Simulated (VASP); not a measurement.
A run of VASP 6.6.1:

Contents of INCAR:

```
SYSTEM = HfF5
ALGO = Normal ; EDIFF = 1E-6
EDIFFG = -0.04 ; ENCUT = 600
GGA = PE ; IBRION = 2
ISIF = 3 ; ISMEAR = 0
LASPH = .TRUE. ; LCHARG = .FALSE.
LREAL = .FALSE. ; LWAVE = .FALSE.
NELM = 60 ; NSW = 90
PREC = Accurate ; SIGMA = 0.1
```

KPOINTS

```
k-points
0
G
  6 6 4
  0 0 0
```

File POSCAR:

```
HfF5
1.0
    4.1608196400      0.0000000000      0.0000000000
   -2.0804098200      3.6033755100      0.0000000000
    0.0000000000      0.0000000000      5.2590871900
Hf F
1 5
Direct
    0.0000000000      0.0000000000      0.0000000000
    0.3333333300      0.6666666700      0.5000000000
    0.6666666700      0.3333333300      0.5000000000
    0.5000000000      0.0000000000      0.0000000000
    0.0000000000      0.5000000000      0.0000000000
    0.5000000000      0.5000000000      0.0000000000
```

Potentials or basis: VASP PAW PBE potentials, release 64 (Hf_pv, F).

Launch:

```sh
$ cat potpaw_PBE.64/Hf_pv/POTCAR potpaw_PBE.64/F/POTCAR > POTCAR
$ mpirun -np 1 vasp_std > vasp.out
```

Hardware: 1 thread of Intel Xeon 8259CL (shared host).

Estimate the wall time of this run.

Run time: 14 min on 1 thread of Intel Xeon 8259CL, with other jobs on the host, peak memory 0.26 GiB. Counts: scf iterations 84, k points 21, ion steps 6.
